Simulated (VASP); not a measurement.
Wanted: the native input for a VASP 6.6.1 run.

| Item | Value |
| --- | --- |
| Task | single point |
| Functional | PBE |
| Potentials or basis | VASP PAW PBE potentials, release 64 (Al, Cu) |
| Cutoff | 520 eV |
| k mesh | 10 × 10 × 10 |
| Occupations | gaussian, width 0.15 eV |
| Spin | no spin polarisation |
| Dipole correction | no |
| Further INCAR settings | ALGO = Fast; EDIFF = 1e-06; NBANDS = 26 |

The structure of Al2Cu lies in POSCAR:

```
Al2Cu
1.0
   -2.9959000000      2.9959000000      2.4901000000
    2.9959000000     -2.9959000000      2.4901000000
    2.9959000000      2.9959000000     -2.4901000000
Al Cu
4 2
Direct
    0.1587211657      0.6587211657      0.8174423314
    0.6587211657      0.8412788343      0.5000000000
    0.8412788343      0.3412788343      0.1825576686
    0.3412788343      0.1587211657      0.5000000000
    0.7500000000      0.7500000000      0.0000000000
    0.2500000000      0.2500000000      0.0000000000
```

One way to write it, as run:

INCAR

```
SYSTEM = Al2Cu
  ALGO = Fast
  EDIFF = 1E-6
  ENCUT = 520
  GGA = PE
  ISIF = 2
  ISMEAR = 0
  LASPH = .True.
  LCHARG = .False.
  LREAL = .False.
  LWAVE = .False.
  NBANDS = 26
  NELM = 100
  PREC = Accurate
  SIGMA = 0.15
```

KPOINTS

```
k-points
0
Gamma
  10 10 10
  0 0 0
```

Potentials or basis: VASP PAW PBE potentials, release 64 (Al, Cu).

Launch:

```sh
$ cat potpaw_PBE.64/Al/POTCAR potpaw_PBE.64/Cu/POTCAR > POTCAR
$ mpirun -np 1 vasp_std > vasp.out
```

It gave:

```
Pressure               : 0.3 GPa
Largest force          : 0.071 eV/Å
Band gap on the k mesh : zero (bands 17 and 18 overlap by 4.04 eV)
```

It took 6.2 min on 1 thread of AMD EPYC 7R13 Processor (Zen 3), with other jobs on the host, peak memory 0.34 GiB.
